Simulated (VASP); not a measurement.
Write the native input for VASP 6.6.1 that does the following.

```yaml
Task: relaxation of cell and atoms
Functional: r2SCAN
Potentials_or_basis: VASP PAW PBE potentials, release 64 (Al, O)
Cutoff: 600 eV
k_mesh: 12 × 12 × 6
Occupations: gaussian, width 0.1 eV
Spin: no spin polarisation
Dipole_correction: no
Further_INCAR_settings: ALGO = Normal; EDIFF = 1e-07; IBRION = 2; EDIFFG = -0.01; NSW = 100; ISIF = 3
```

The system is Al3O2.

```
Al O
1.0
     2.90417    0.00000    0.00000
    -1.45209    2.51509    0.00000
     0.00000    0.00000    8.67416
Al O
3 2
Direct
  0.00000 0.00000 0.00000
  0.33333 0.66667 0.73068
  0.66667 0.33333 0.26932
  0.33333 0.66667 0.34756
  0.66667 0.33333 0.65244
```

One way to write it, as run:

POSCAR

```
Al3O2
1.0
    2.9041700164      0.0000000000      0.0000000000
   -1.4520850082      2.5150850111      0.0000000000
    0.0000000000      0.0000000000      8.6741575661
Al O
3 2
Direct
    0.0000000000      0.0000000000      0.0000000000
    0.3333333333      0.6666666667      0.7306754223
    0.6666666667      0.3333333333      0.2693245777
    0.3333333333      0.6666666667      0.3475631008
    0.6666666667      0.3333333333      0.6524368992
```

INCAR.step1

```
SYSTEM = Al3O2
ALGO = Normal
EDIFF = 1E-4
ENCUT = 600
GGA = PE
ISMEAR = 0
LASPH = .TRUE.
LCHARG = .FALSE.
LREAL = .FALSE.
LWAVE = .TRUE.
NELM = 80
PREC = Accurate
SIGMA = 0.1
```

INCAR.step2

```
SYSTEM = Al3O2
ALGO = Normal
EDIFF = 1E-7
EDIFFG = -0.01
ENCUT = 600
IBRION = 2
ISIF = 3
ISMEAR = 0
ISTART = 1
LASPH = .TRUE.
LCHARG = .FALSE.
LMIXTAU = .TRUE.
LREAL = .FALSE.
LWAVE = .FALSE.
METAGGA = R2SCAN
NELM = 80
NSW = 100
PREC = Accurate
SIGMA = 0.1
```

KPOINTS

```
k-points
0
G
  12 12 6
  0 0 0
```

Potentials or basis: VASP PAW PBE potentials, release 64 (Al, O).

The run is started by

```console
$ cat potpaw_PBE.64/Al/POTCAR potpaw_PBE.64/O/POTCAR > POTCAR
$ cp INCAR.step1 INCAR
$ mpirun -np 1 vasp_std > vasp.out
$ cp INCAR.step2 INCAR
$ mpirun -np 1 vasp_std > vasp.out
```

It gave:

| Property | Result |
| --- | --- |
| Relaxed volume | 12.71 Å³/atom |
| Relaxed cell | a = 2.906 Å, b = 2.906 Å, c = 8.687 Å, α = 90.00°, β = 90.00°, γ = 120.00° |
| Space group after relaxing (to 0.1 Å) | P-3m1 (No. 164) |
| Energy gained by relaxing | 0.1 meV/atom |
| Ionic steps | 14 |
| Pressure after relaxing | 0.1 GPa |
| Band gap on the k mesh | zero (an odd number of electrons rules out a gap without spin polarisation) |

Caveat: the PAW data sets were made with another functional, which shifts forces and pressure a little.

Wall time 35 min on 1 thread of Intel(R) Xeon(R) Platinum 8488C (Sapphire Rapids), on a shared host, peak memory 0.27 GiB.
